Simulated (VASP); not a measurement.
Wanted: the native input for a VASP 6.6.1 run.

```
Task                   : single point
Functional             : PBE
Potentials or basis    : VASP PAW PBE potentials, release 64 (Cr_sv, O)
Cutoff                 : 600 eV
k mesh                 : 12 × 12 × 2
Occupations            : gaussian, width 0.1 eV
Spin                   : no spin polarisation
Dipole correction      : no
Further INCAR settings : ALGO = Normal; EDIFF = 1e-06; NBANDS = 35
```

The structure of CrO2 lies in POSCAR:

```
CrO2
1.0
    2.6200193721      0.0000000000      0.0000000000
   -1.3100096861      2.2690033346      0.0000000000
    0.0000000000      0.0000000000     11.5648404795
Cr O
2 4
Direct
    0.6666666667      0.3333333333      0.7500000000
    0.3333333333      0.6666666667      0.2500000000
    0.3333333333      0.6666666667      0.8499501608
    0.6666666667      0.3333333333      0.3499501608
    0.3333333333      0.6666666667      0.6500498392
    0.6666666667      0.3333333333      0.1500498392
```

The input as run:

INCAR

```
PREC = Accurate ; ENCUT = 600
EDIFF = 1E-6 ; ISMEAR = 0
SIGMA = 0.1 ; LREAL = False
LASPH = True ; NELM = 120
ALGO = Normal ; ISIF = 2
LWAVE = False ; LCHARG = False
GGA = PE ; NBANDS = 35
GGA_COMPAT = False
```

KPOINTS

```
regular mesh
0
Gamma
  12 12 2
```

Potentials or basis: VASP PAW PBE potentials, release 64 (Cr_sv, O).

Command:

```console
$ cat potpaw_PBE.64/Cr_sv/POTCAR potpaw_PBE.64/O/POTCAR > POTCAR
$ mpirun -np 1 vasp_std > vasp.out
```

It gave:

The pressure is -0.8 GPa, the largest force is 0.028 eV/Å and the band gap on the k mesh is 0.28 eV (least direct gap 1.53 eV).

It took 72 s on 1 thread of Intel(R) Xeon(R) 6975P-C (Granite Rapids) (shared host), peak memory 0.27 GiB.
